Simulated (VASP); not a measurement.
# Mn (Fd-3m) in VASP: further runs, part 2 of 2

VASP 6.6.1. Earlier steps stand in the parts before.

### Step 4. Single point, r2SCAN (volume scaled by 1.08)

File POSCAR:

```
Mn
1.0
    0.0000000000      2.5111245910      2.5111245910
    2.5111245910      0.0000000000      2.5111245910
    2.5111245910      2.5111245910      0.0000000000
Mn
2
Direct
    0.1250000000      0.1250000000      0.1250000000
    0.8750000000      0.8750000000      0.8750000000
```

File INCAR.step1:

```
ALGO = Normal
EDIFF = 1E-4
ENCUT = 520
GGA = PE
ISMEAR = -1
LASPH = True
LCHARG = False
LREAL = False
LWAVE = True
NBANDS = 20
NELM = 60
PREC = Accurate
SIGMA = 0.1
```

File INCAR.step2:

```
ALGO = Normal
EDIFF = 1E-6
ENCUT = 520
ISIF = 2
ISMEAR = -1
ISTART = 1
LASPH = True
LCHARG = False
LMIXTAU = True
LREAL = False
LWAVE = False
METAGGA = R2SCAN
NBANDS = 20
NELM = 60
PREC = Accurate
SIGMA = 0.1
```

File KPOINTS:

```
k-points
0
Gamma
  13 13 13
```

Potentials or basis: VASP PAW PBE potentials, release 64 (Mn_pv).

On the command line:

```
$ cat potpaw_PBE.64/Mn_pv/POTCAR > POTCAR
$ cp INCAR.step1 INCAR
$ mpirun -np 1 vasp_std > vasp.out
$ cp INCAR.step2 INCAR
$ mpirun -np 1 vasp_std > vasp.out
```

OUTCAR:

```text
EDIFF = 1E-6
   ENCUT = 520
   ISIF = 2
   ISMEAR = -1
   ISTART = 1
   LASPH = True
   LREAL = False
   METAGGA = R2SCAN
   NELM = 60
   PREC = Accurate

 ion  position               nearest neighbor table
   1  0.125  0.125  0.125-   2 2.17   2 2.17   2 2.17   2 2.17
   2  0.875  0.875  0.875-   1 2.17   1 2.17   1 2.17   1 2.17

  LATTYP: Found a face centered cubic cell.
 ALAT       =     5.0222491820

  Lattice vectors:

 A1 = (   0.0000000000,   2.5111245910,   2.5111245910)
 A2 = (   2.5111245910,   0.0000000000,   2.5111245910)
 A3 = (   2.5111245910,   2.5111245910,   0.0000000000)

Analysis of symmetry for initial positions (statically):
=====================================================================
 Subroutine PRICEL returns:
 Original cell was already a primitive cell.

 Routine SETGRP: Setting up the symmetry group for a
 face centered cubic supercell.

 Subroutine GETGRP returns: Found 48 space group operations
 (whereof 12 operations were pure point group operations)
 out of a pool of 48 trial point group operations.

The static configuration has the point symmetry D_3d.
 The point group associated with its full space group is O_h .

Analysis of symmetry for dynamics (positions and initial velocities):
=====================================================================
 Subroutine PRICEL returns:
 Original cell was already a primitive cell.

 Routine SETGRP: Setting up the symmetry group for a
 face centered cubic supercell.

 Subroutine GETGRP returns: Found 48 space group operations
 (whereof 12 operations were pure point group operations)
 out of a pool of 48 trial point group operations.

The dynamic configuration has the point symmetry D_3d.
 The point group associated with its full space group is O_h .

 Subroutine INISYM returns: Found 48 space group operations
 (whereof 12 operations are pure point group operations),
 and found     1 'primitive' translations

[... 104 lines left out ...]
   PSTRESS=    0.0 pullay stress
   NELECT =      26.0000    total number of electrons
   NUPDOWN=      -1.0000    fix difference up-down
   EMIN   =  10.00;   EMAX   =-10.00  energy-range for DOS
   EFERMI =   0.00;   METHOD = LEGACY
   ISMEAR =    -1;   SIGMA  =   0.10  broadening in eV -4-tet -1-fermi 0-gaus
   EFERMI_NEDOS =   21; number of points for ismear=-14 and -15
   IALGO  =     38    algorithm
   IMIX   =      4    mixing-type and parameters
     AMIX     =   0.40;   BMIX     =  1.00
     AMIX_MAG =   1.60;   BMIX_MAG =  1.00
  volume/ion in A,a.u.               =      15.83       106.86
  Fermi-wavevector in a.u.,A,eV,Ry     =   1.532925  2.896809 31.971790  2.349860
  Thomas-Fermi vector in A             =   2.640064
   LORBIT       =      0    0 simple, 1 ext, 2 COOP (PROOUT), +10 PAW based schemes
   METAGGA = R2SCAN    functional components
   LHFCALC =     F    Hartree Fock is set to
   AEXX    =    0.0000 exact exchange contribution
   IVDW    =     0    specifies the selected vdW correction
   LEPSILON=     F    determine dielectric tensor
   LRPA    =     F    only Hartree local field effects (RPA)
 non-spin polarized calculation
  energy-cutoff  :      520.00
  volume of cell :       31.67
 maximum number of plane-waves:       881
   NGX = 13   NGY = 13   NGZ = 13

 number of electron      26.0000010 magnetization

 Free energy of the ion-electron system (eV)
  ---------------------------------------------------
  ext. energy  EPLUGINS =         0.00000000
  ---------------------------------------------------
  free energy    TOTEN  =       -25.74108145 eV

  energy without entropy =      -25.68829242  energy(sigma->0) =      -25.71468694

 E-fermi :   5.5437     XC(G=0): -12.3762

 val. band max:        5.5266431636   @ k =  -0.3077   0.3077   0.0000
 cond. band min:       5.5636032663   @ k =   0.1538   0.0769   0.0000
 fundamental gap:      0.0369601027
 Fermi energy:         5.5437030969

 k-point     1 :       0.0000    0.0000    0.0000
  band No.  band energies     occupation
      1     -44.1218      2.00000
      2     -44.1218      2.00000
      3     -44.1216      2.00000
      4     -43.4441      2.00000
      5     -43.4441      2.00000
      6     -43.4440      2.00000
[... 541 lines left out ...]
     19      14.8545      0.00000
     20      14.8914      0.00000

 [... further k-points ...]
[... 5 lines left out ...]
  --------------------------------------------------------------------------------------
  -------------------------------------------------------------------------------------
  Total       -1.9430178     -1.9430178     -1.9430178     -0.0000000      0.0000000     -0.0000000
  in kB      -98.2997889    -98.2997889    -98.2997889     -0.0000000      0.0000000     -0.0000000
  external PRESSURE =     -98.2997889 kB  Pullay stress =       0.0000000 kB

 VOLUME and BASIS-vectors are now :
 -----------------------------------------------------------------------------
  energy-cutoff  :      520.00
  volume of cell :       31.67
      direct lattice vectors                 reciprocal lattice vectors
     0.000000000  2.511124591  2.511124591    -0.199113975  0.199113975  0.199113975
     2.511124591  0.000000000  2.511124591     0.199113975 -0.199113975  0.199113975
     2.511124591  2.511124591  0.000000000     0.199113975  0.199113975 -0.199113975

 POSITION                                       TOTAL-FORCE (eV/Angst)
 -----------------------------------------------------------------------------------
      0.62778      0.62778      0.62778         0.000000     -0.000000      0.000000
      4.39447      4.39447      4.39447        -0.000000      0.000000     -0.000000
 -----------------------------------------------------------------------------------
    total drift:                                0.000000      0.000000     -0.000000

  FREE ENERGIE OF THE ION-ELECTRON SYSTEM (eV)
  ---------------------------------------------------
  free  energy   TOTEN  =       -25.7410814506 eV

  energy  without entropy=      -25.6882924230  energy(sigma->0) =      -25.71468694
```

OUTCAR.step1:

```text
EDIFF = 1E-4
   ENCUT = 520
   GGA = PE
   ISMEAR = -1
   LASPH = True
[... 774 lines left out ...]
      0.62778      0.62778      0.62778         0.000000     -0.000000      0.000000
      4.39447      4.39447      4.39447        -0.000000      0.000000     -0.000000
 -----------------------------------------------------------------------------------
    total drift:                                0.000000      0.000000     -0.000000

  FREE ENERGIE OF THE ION-ELECTRON SYSTEM (eV)
  ---------------------------------------------------
  free  energy   TOTEN  =       -15.1897978857 eV

  energy  without entropy=      -15.1214684928  energy(sigma->0) =      -15.15563319
```

Run time: 5.8 min. Hardware: 1 thread of AMD EPYC 7R13, shared host; peak memory 0.16 GiB.

What came out:

* Free energy: -25.7411 eV
* Pressure: -9.8 GPa
* Band gap on the k mesh: zero (band 13 reaches 5.97 eV, above the bottom of band 14 at 5.42 eV)

Caveat: the PAW data sets were made with another functional, which shifts forces and pressure a little; the run has no spin polarisation, though such a crystal can be magnetic.

### Step 5. Single point, r2SCAN (volume scaled by 1.12)

File POSCAR:

```
Mn
1.0
    0.0000000000      2.5417510800      2.5417510800
    2.5417510800      0.0000000000      2.5417510800
    2.5417510800      2.5417510800      0.0000000000
Mn
2
Direct
    0.1250000000      0.1250000000      0.1250000000
    0.8750000000      0.8750000000      0.8750000000
```

File INCAR.step1:

```
PREC = Accurate
ENCUT = 520
ISMEAR = -1
SIGMA = 0.1
LREAL = F
LASPH = T
NELM = 100
NBANDS = 20
GGA = PE
ALGO = Normal
EDIFF = 1E-4
LWAVE = T
LCHARG = F
```

File INCAR.step2:

```
PREC = Accurate
ENCUT = 520
EDIFF = 1E-6
ISMEAR = -1
SIGMA = 0.1
LREAL = F
LASPH = T
NELM = 100
ALGO = Normal
ISIF = 2
LWAVE = F
LCHARG = T
METAGGA = R2SCAN
LMIXTAU = T
LELF = T
LVHAR = T
NBANDS = 20
ISTART = 1
```

File KPOINTS:

```
regular mesh
0
Gamma
  13 13 13
```

On the command line:

```
$ cat potpaw_PBE.64/Mn_pv/POTCAR > POTCAR
$ cp INCAR.step1 INCAR
$ mpirun -np 1 vasp_std > vasp.out
$ cp INCAR.step2 INCAR
$ mpirun -np 1 vasp_std > vasp.out
```

It took 5 min on 1 thread of AMD EPYC 7R13, shared host; peak memory 0.16 GiB.

The run converged. Its results:

```
Free energy            : -25.6545 eV
Pressure               : -13.8 GPa
Band gap on the k mesh : zero (band 13 reaches 5.59 eV, above the bottom of band 14 at 5.07 eV)
```

Levels at points of the mesh, in eV from the Fermi level:
```
           k point  band 9  band 10  band 11  band 12  band 13  band 14  band 15  band 16  band 17  band 18
(0.00, 0.00, 0.00)   -1.89    -1.77    -1.77    -1.77     0.40     0.41     0.41     2.17     2.17    14.23
```

Caveat: the PAW data sets were made with another functional, which shifts forces and pressure a little; the run has no spin polarisation, though such a crystal can be magnetic.

### Step 6. Single point, r2SCAN

File POSCAR:

```
Mn
1.0
    0.0000000000      2.4475242823      2.4475242823
    2.4475242823      0.0000000000      2.4475242823
    2.4475242823      2.4475242823      0.0000000000
Mn
2
Direct
    0.1250000000      0.1250000000      0.1250000000
    0.8750000000      0.8750000000      0.8750000000
```

File INCAR.step1:

```
PREC     = Accurate       # precision mode
ENCUT    = 520            # plane-wave cutoff, eV
ISMEAR   = -1             # smearing method
SIGMA    = 0.1            # smearing width, eV
LREAL    = F              # projectors in reciprocal space
LASPH    = T              # aspherical terms in the spheres
NELM     = 80             # most SCF steps
NBANDS   = 20             # bands
GGA      = PE             # functional
ALGO     = Normal         # electronic algorithm
EDIFF    = 1E-4           # SCF threshold, eV
LWAVE    = T              # write WAVECAR
LCHARG   = F              # write CHGCAR
```

File INCAR.step2:

```
PREC     = Accurate       # precision mode
ENCUT    = 520            # plane-wave cutoff, eV
EDIFF    = 1E-7           # SCF threshold, eV
ISMEAR   = -1             # smearing method
SIGMA    = 0.1            # smearing width, eV
LREAL    = F              # projectors in reciprocal space
LASPH    = T              # aspherical terms in the spheres
NELM     = 80             # most SCF steps
ALGO     = Normal         # electronic algorithm
ISIF     = 2              # what is computed and relaxed
LWAVE    = F              # write WAVECAR
LCHARG   = T              # write CHGCAR
METAGGA  = R2SCAN         # meta-GGA
LMIXTAU  = T            
LELF     = T              # ELF
LVHAR    = T            
NBANDS   = 20             # bands
ISTART   = 1
```

File KPOINTS:

```
Automatic mesh
0
Gamma
  18 18 18
```

Potentials or basis: VASP PAW PBE potentials, release 64 (Mn_pv).

On the command line:

```
$ cat potpaw_PBE.64/Mn_pv/POTCAR > POTCAR
$ cp INCAR.step1 INCAR
$ mpirun -np 1 vasp_std > vasp.out
$ cp INCAR.step2 INCAR
$ mpirun -np 1 vasp_std > vasp.out
```

Run time: 15 min. Hardware: 1 thread of AMD EPYC 7R13, shared host; peak memory 0.2 GiB.

The run converged. Its results:

* Free energy: -25.8109 eV
* Pressure: 0.9 GPa
* Band gap on the k mesh: zero (band 13 reaches 6.82 eV, above the bottom of band 14 at 6.10 eV)

Levels at points of the mesh, in eV from the Fermi level:
```csv
k point,band 10,band 11,band 12,band 13,band 14,band 15,band 16,band 17
"(0.00, 0.00, 0.00)",-1.97,-1.97,-1.97,0.46,0.46,0.46,2.53,2.53
"(0.50, 0.00, 0.00)",-2.11,-1.98,-1.98,-0.62,1.21,1.21,2.12,2.12
"(0.50, 0.50, 0.00)",-1.89,-0.72,-0.72,0.13,0.13,2.33,2.33,3.88
```

Caveat: the PAW data sets were made with another functional, which shifts forces and pressure a little; the run has no spin polarisation, though such a crystal can be magnetic.

### Step 7. Overview

| cell | k mesh | gap on the mesh (eV) | pressure (GPa) |
| --- | --- | --- | --- |
| a = 3.461 Å, angles 60.0°, 2 atoms | 13 × 13 × 13 | none | 0.9 |
| a = 3.507 Å, angles 60.0°, 2 atoms | 13 × 13 × 13 | none | -5.0 |
| a = 3.551 Å, angles 60.0°, 2 atoms | 13 × 13 × 13 | none | -9.8 |
| a = 3.595 Å, angles 60.0°, 2 atoms | 13 × 13 × 13 | none | -13.8 |
| a = 3.461 Å, angles 60.0°, 2 atoms | 18 × 18 × 18 | none | 0.9 |

Alike in all rows: task single point; level r2SCAN; potentials or basis VASP PAW PBE potentials, release 64 (Mn_pv); no spin polarisation; cutoff (eV) 520; smearing fermi-dirac 0.1 eV.

Caveats: the PAW data sets were made with another functional, which shifts forces and pressure a little; the run has no spin polarisation, though such a crystal can be magnetic.

Total energies depend on the potentials used, so only differences within one code and one set of settings carry meaning.
